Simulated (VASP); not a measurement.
# BP (F-43m) in VASP: single point with PBE

Aim: the single point of BP with PBE.

Program: VASP 6.6.1. These are calculated values, not measurements. Logs are shortened: lines on timing, memory, paths and dates and some standing lists are left out, and cuts for length are marked.

## 1. The cell of the first run

Symmetry: F-43m, No. 216, cubic system. Conventional cell: a = 4.538 Å, b = 4.538 Å, c = 4.538 Å, α = 90.00°, β = 90.00°, γ = 90.00°. Within 2.6 Å of B (site symmetry -43m) lie 4 P at 1.97 Å. Within 2.6 Å of P (site symmetry -43m) lie 4 B at 1.97 Å.

## 2. Single point, PBE

Input file INCAR:

```
  PREC = Accurate
  ENCUT = 500
  EDIFF = 1E-6
  ISMEAR = 0
  SIGMA = 0.01
  LREAL = False
  LASPH = True
  NELM = 120
  ALGO = Normal
  ISIF = 2
  LWAVE = False
  LCHARG = True
  GGA = PE
  LELF = True
  LVHAR = True
  NBANDS = 11
  GGA_COMPAT = False
```

Input file KPOINTS:

```
regular mesh
0
Gamma
  6 6 6
```

Input file POSCAR:

```
BP
1.0
    3.2088510000      0.0000000000      0.0000000000
    1.6044255000      2.7789464830      0.0000000000
    1.6044255000      0.9263154943      2.6200158702
B P
1 1
Direct
    0.0000000000      0.0000000000      0.0000000000
    0.2500000000      0.2500000000      0.2500000000
```

Potentials or basis: VASP PAW PBE potentials, release 64 (B, P).

Started as:

```console
> cat potpaw_PBE.64/B/POTCAR potpaw_PBE.64/P/POTCAR > POTCAR
> mpirun -np 1 vasp_std > vasp.out
```

OUTCAR:

```text
PREC = Accurate
   ENCUT = 500
   EDIFF = 1E-6
   ISMEAR = 0
   LREAL = False
   LASPH = True
   NELM = 120
   ISIF = 2
   GGA = PE

 ion  position               nearest neighbor table
   1  0.000  0.000  0.000-   2 1.97   2 1.97   2 1.97   2 1.97
   2  0.250  0.250  0.250-   1 1.97   1 1.97   1 1.97   1 1.97

  LATTYP: Found a face centered cubic cell.
 ALAT       =     4.5380006039

  Lattice vectors:

 A1 = (   3.2088510000,   0.0000000000,   0.0000000000)
 A2 = (   1.6044255000,   2.7789464830,   0.0000000000)
 A3 = (   1.6044255000,   0.9263154943,   2.6200158702)

Analysis of symmetry for initial positions (statically):
=====================================================================
 Subroutine PRICEL returns:
 Original cell was already a primitive cell.

 Routine SETGRP: Setting up the symmetry group for a
 face centered cubic supercell.

 Subroutine GETGRP returns: Found 24 space group operations
 (whereof 24 operations were pure point group operations)
 out of a pool of 48 trial point group operations.

The static configuration has the point symmetry T_d .

Analysis of symmetry for dynamics (positions and initial velocities):
=====================================================================
 Subroutine PRICEL returns:
 Original cell was already a primitive cell.

 Routine SETGRP: Setting up the symmetry group for a
 face centered cubic supercell.

 Subroutine GETGRP returns: Found 24 space group operations
 (whereof 24 operations were pure point group operations)
 out of a pool of 48 trial point group operations.

The dynamic configuration has the point symmetry T_d .

 Subroutine INISYM returns: Found 24 space group operations
 (whereof 24 operations are pure point group operations),
 and found     1 'primitive' translations

----------------------------------------------------------------------------------------

                                     Primitive cell

  volume of cell :      23.3633

  direct lattice vectors                    reciprocal lattice vectors
     3.208851000  0.000000000  0.000000000     0.311638029 -0.179924300 -0.127225692
     1.604425500  2.778946483  0.000000000     0.000000000  0.359848600 -0.127225692
     1.604425500  0.926315494  2.620015870     0.000000000  0.000000000  0.381677077

  length of vectors
     3.208851000  3.208851000  3.208851000     0.381677077  0.381677077  0.381677077

  position of ions in fractional coordinates (direct lattice)
     0.000000000  0.000000000  0.000000000
     0.250000000  0.250000000  0.250000000

  ion indices of the primitive-cell ions
   primitive index   ion index
                 1           1
                 2           2

----------------------------------------------------------------------------------------

 KPOINTS: regular mesh

Automatic generation of k-mesh.
 Grid dimensions read from file:
 generate k-points for:    6    6    6

 Generating k-lattice:

  Cartesian coordinates                     Fractional coordinates (reciprocal lattice)
     0.051939671 -0.029987383 -0.021204282     0.166666667  0.000000000  0.000000000
     0.000000000  0.059974767 -0.021204282     0.000000000  0.166666667  0.000000000
     0.000000000  0.000000000  0.063612846     0.000000000  0.000000000  0.166666667

  Length of vectors
     0.063612846  0.063612846  0.063612846

  Shift w.r.t. Gamma in fractional coordinates (k-lattice)
     0.000000000  0.000000000  0.000000000

 Subroutine IBZKPT returns following result:
 ===========================================

 Found     16 irreducible k-points:

 Following reciprocal coordinates:
            Coordinates               Weight
  0.000000  0.000000  0.000000      1.000000
  0.166667  0.000000  0.000000      8.000000
  0.333333  0.000000  0.000000      8.000000
  0.500000  0.000000  0.000000      4.000000
  0.166667  0.166667  0.000000      6.000000
  0.333333  0.166667  0.000000     24.000000
[... 8 lines left out ...]
 -0.333333  0.333333  0.166667     24.000000
 -0.333333  0.500000  0.166667     12.000000
   k-points           NKPTS =     16   k-points in BZ     NKDIM =     16   number of bands    NBANDS=     11
   number of dos      NEDOS =    301   number of ions     NIONS =      2
   total plane-waves  NPLWV =  13824
   dimension x,y,z NGX =    24 NGY =   24 NGZ =   24
   dimension x,y,z NGXF=    48 NGYF=   48 NGZF=   48
   ions per type =               1   1
   NGX,Y,Z   is equivalent  to a cutoff of  12.43, 12.43, 12.43 a.u.
   NGXF,Y,Z  is equivalent  to a cutoff of  24.87, 24.87, 24.87 a.u.
 SYSTEM =  unknown system
   PREC   = accura    normal or accurate (medium, high low for compatibility)
   ISTART =      0    job   : 0-new  1-cont  2-samecut
   ICHARG =      2    charge: 1-file 2-atom 10-const
   ISPIN  =      1    spin polarized calculation?
   LNONCOLLINEAR =      F non collinear calculations
   LSORBIT =      F    spin-orbit coupling
   LASPH  =      T    aspherical Exc in radial PAW
   ENCUT  =  500.0 eV  36.75 Ry    6.06 a.u.   5.85  5.85  5.85*2*pi/ulx,y,z
   NELM   =    120;   NELMIN=  2; NELMDL= -5     # of ELM steps
   EDIFF  = 0.1E-05   stopping-criterion for ELM
   LREAL  =      F    real-space projection
   EDIFFG = 0.1E-04   stopping-criterion for IOM
   NSW    =      0    number of steps for IOM
   IBRION =     -1    ionic relax: 0-MD 1-quasi-New 2-CG
   NFREE  =      0    steps in history (QN), initial steepest desc. (CG)
   ISIF   =      2    stress and relaxation
   ISYM   =      2    0-nonsym 1-usesym 2-fastsym
   POTIM  = 0.5000    time-step for ionic-motion
   TEBEG  =    0.0;   TEEND  =   0.0 temperature during run
   PSTRESS=    0.0 pullay stress
   NELECT =       8.0000    total number of electrons
   NUPDOWN=      -1.0000    fix difference up-down
   EMIN   =  10.00;   EMAX   =-10.00  energy-range for DOS
   EFERMI =   0.00;   METHOD = LEGACY
   ISMEAR =     0;   SIGMA  =   0.01  broadening in eV -4-tet -1-fermi 0-gaus
   EFERMI_NEDOS =   21; number of points for ismear=-14 and -15
   IALGO  =     38    algorithm
   IMIX   =      4    mixing-type and parameters
     AMIX     =   0.40;   BMIX     =  1.00
     AMIX_MAG =   1.60;   BMIX_MAG =  1.00
  volume/ion in A,a.u.               =      11.68        78.83
  Fermi-wavevector in a.u.,A,eV,Ry     =   1.145320  2.164341 17.847558  1.311758
  Thomas-Fermi vector in A             =   2.282009
   LORBIT       =      0    0 simple, 1 ext, 2 COOP (PROOUT), +10 PAW based schemes
   GGA     = PE    functional components
   LHFCALC =     F    Hartree Fock is set to
   AEXX    =    0.0000 exact exchange contribution
   IVDW    =     0    specifies the selected vdW correction
   LEPSILON=     F    determine dielectric tensor
   LRPA    =     F    only Hartree local field effects (RPA)
 non-spin polarized calculation
 Gauss-broadening in eV      SIGMA  =   0.01
  energy-cutoff  :      500.00
  volume of cell :       23.36
 maximum number of plane-waves:       609
   NGX = 11   NGY = 11   NGZ = 11

 number of electron       8.0000000 magnetization

 Free energy of the ion-electron system (eV)
  ---------------------------------------------------
  ext. energy  EPLUGINS =         0.00000000
  ---------------------------------------------------
  free energy    TOTEN  =       -12.91303284 eV

  energy without entropy =      -12.91303284  energy(sigma->0) =      -12.91303284

 E-fermi :   7.5636     XC(G=0): -10.9043

 val. band max:        7.4390230099   @ k =   0.0000   0.0000   0.0000
 cond. band min:       8.7680894247   @ k =   0.5000   0.5000   0.0000
 fundamental gap:      1.3290664148
 Fermi energy:         7.5636343747

 k-point     1 :       0.0000    0.0000    0.0000
  band No.  band energies     occupation
      1      -8.0235      2.00000
      2       7.4390      2.00000
      3       7.4390      2.00000
      4       7.4390      2.00000
      5      10.8370      0.00000
      6      10.8370      0.00000
      7      10.8370      0.00000
      8      14.8135      0.00000
      9      18.9502      0.00000
     10      19.5638      0.00000
     11      19.5638      0.00000

 k-point     2 :       0.1667    0.0000    0.0000
  band No.  band energies     occupation
      1      -7.5257      2.00000
      2       4.6012      2.00000
      3       6.7736      2.00000
      4       6.7736      2.00000
      5      11.4586      0.00000
      6      11.7427      0.00000
      7      11.7427      0.00000
      8      16.1003      0.00000
      9      18.3769      0.00000
     10      18.3769      0.00000
     11      20.1900      0.00000

 k-point     3 :       0.3333    0.0000    0.0000
  band No.  band energies     occupation
      1      -6.1086      2.00000
      2       0.7062      2.00000
      3       5.9701      2.00000
      4       5.9701      2.00000
      5      11.3361      0.00000
      6      12.2948      0.00000
      7      12.2948      0.00000
      8      17.5455      0.00000
      9      19.3274      0.00000
     10      19.3274      0.00000
     11      20.8661      0.00000

 k-point     4 :       0.5000    0.0000    0.0000
  band No.  band energies     occupation
      1      -4.6993      2.00000
      2      -1.5964      2.00000
      3       5.6808      2.00000
      4       5.6808      2.00000
      5      11.2193      0.00000
      6      12.1495      0.00000
      7      12.1495      0.00000
      8      17.5638      0.00000
      9      22.0622      0.00000
     10      22.0622      0.00000
     11      22.2681      0.00000
[... 127 lines left out ...]
 k-point    14 :       0.5000    0.3333    0.1667
  band No.  band energies     occupation
      1      -4.8857      2.00000
      2       0.9115      2.00000
      3       2.4316      2.00000
      4       4.1738      2.00000
      5      11.4449      0.00000
      6      12.9781      0.00000
      7      13.9104      0.00000
      8      16.9548      0.00000
      9      20.1542      0.00000
     10      21.0047      0.00000
     11      25.1434      0.00000

 k-point    15 :      -0.3333    0.3333    0.1667
  band No.  band energies     occupation
      1      -3.5828      2.00000
      2      -0.6789      2.00000
      3       1.9365      2.00000
      4       3.4625      2.00000
      5      11.9511      0.00000
      6      13.1431      0.00000
      7      16.0462      0.00000
      8      16.6045      0.00000
      9      17.9297      0.00000
     10      22.2671      0.00000
     11      24.9883      0.00000

 k-point    16 :      -0.3333    0.5000    0.1667
  band No.  band energies     occupation
      1      -2.9693      2.00000
      2      -0.7858      2.00000
      3       2.1367      2.00000
      4       2.2605      2.00000
      5      11.2698      0.00000
      6      11.8872      0.00000
      7      16.5645      0.00000
      8      17.2185      0.00000
      9      20.3812      0.00000
     10      23.6355      0.00000
     11      23.9146      0.00000

------------------------ aborting loop because EDIFF is reached ----------------------------------------

  FORCE on cell =-STRESS in cart. coord.  units (eV):
  Direction    XX          YY          ZZ          XY          YZ          ZX
  --------------------------------------------------------------------------------------
  -------------------------------------------------------------------------------------
  Total        0.1511599      0.1511599      0.1511599     -0.0000000     -0.0000000     -0.0000000
  in kB       10.3660576     10.3660576     10.3660576     -0.0000000     -0.0000000     -0.0000000
  external PRESSURE =      10.3660576 kB  Pullay stress =       0.0000000 kB

 VOLUME and BASIS-vectors are now :
 -----------------------------------------------------------------------------
  energy-cutoff  :      500.00
  volume of cell :       23.36
      direct lattice vectors                 reciprocal lattice vectors
     3.208851000  0.000000000  0.000000000     0.311638029 -0.179924300 -0.127225692
     1.604425500  2.778946483  0.000000000     0.000000000  0.359848600 -0.127225692
     1.604425500  0.926315494  2.620015870     0.000000000  0.000000000  0.381677077

 POSITION                                       TOTAL-FORCE (eV/Angst)
 -----------------------------------------------------------------------------------
      0.00000      0.00000      0.00000         0.000000      0.000000      0.000000
      1.60443      0.92632      0.65500        -0.000000     -0.000000     -0.000000
 -----------------------------------------------------------------------------------
    total drift:                                0.000000      0.000000      0.000000

  FREE ENERGIE OF THE ION-ELECTRON SYSTEM (eV)
  ---------------------------------------------------
  free  energy   TOTEN  =       -12.9130328414 eV

  energy  without entropy=      -12.9130328414  energy(sigma->0) =      -12.91303284
```

Run time: 5.9 s. Hardware: 1 thread of Intel Xeon 8259CL, shared host; peak memory 0.13 GiB.

Results:

| Item | Value |
| --- | --- |
| Free energy | -12.9130 eV |
| Pressure | 1.0 GPa |
| Band gap on the k mesh | 1.33 eV, indirect (least direct gap 3.40 eV) |

Levels at points of the mesh, in eV from the valence-band top:
| k point | band 1 | band 2 | band 3 | band 4 | band 5 | band 6 | band 7 | band 8 |
| --- | --- | --- | --- | --- | --- | --- | --- | --- |
| (0.00, 0.00, 0.00) | -15.46 | 0.00 | 0.00 | 0.00 | 3.40 | 3.40 | 3.40 | 7.37 |
| (0.50, 0.00, 0.00) | -12.14 | -9.04 | -1.76 | -1.76 | 3.78 | 4.71 | 4.71 | 10.12 |
| (0.50, 0.50, 0.00) | -10.61 | -8.58 | -4.12 | -4.12 | 1.33 | 1.66 | 12.12 | 12.12 |
